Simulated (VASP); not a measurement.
Write the native input for VASP 6.6.1 that does the following.

```
Task                   : single point
Functional             : PBE
Potentials or basis    : VASP PAW PBE potentials, release 64 (Cd)
Cutoff                 : 520 eV
k mesh                 : 6 × 6 × 4
Occupations            : gaussian, width 0.1 eV
Spin                   : no spin polarisation
Dipole correction      : no
Further INCAR settings : ALGO = Normal; EDIFF = 1e-07; NBANDS = 19
```

The structure of Cd lies in POSCAR:

```
Cd
1.0
    2.9788725081      0.0000000000      0.0000000000
   -1.4894362540      2.5797792666      0.0000000000
    0.0000000000      0.0000000000      5.6176500000
Cd
2
Direct
    0.3333333333      0.6666666667      0.2500000000
    0.6666666667      0.3333333333      0.7500000000
```

The input as run:

INCAR

```
ALGO = Normal
EDIFF = 1E-7
ENCUT = 520
GGA = PE
ISIF = 2
ISMEAR = 0
LASPH = T
LCHARG = F
LREAL = F
LWAVE = F
NBANDS = 19
NELM = 60
PREC = Accurate
SIGMA = 0.1
```

KPOINTS

```
k-points
0
Gamma
  6 6 4
```

Potentials or basis: VASP PAW PBE potentials, release 64 (Cd).

Run with:

```sh
$ cat potpaw_PBE.64/Cd/POTCAR > POTCAR
$ mpirun -np 1 vasp_std > vasp.out
```

Results of the run:

| Quantity | Value |
| --- | --- |
| Pressure | 4.3 GPa |
| Band gap on the k mesh | zero (band 12 reaches 4.03 eV, above the bottom of band 13 at -0.04 eV) |

Caveat: the k points lie up to 0.41 Å⁻¹ apart.

Run time: 26 s on 1 thread of AMD EPYC 7R13 (shared host), peak memory 0.13 GiB.
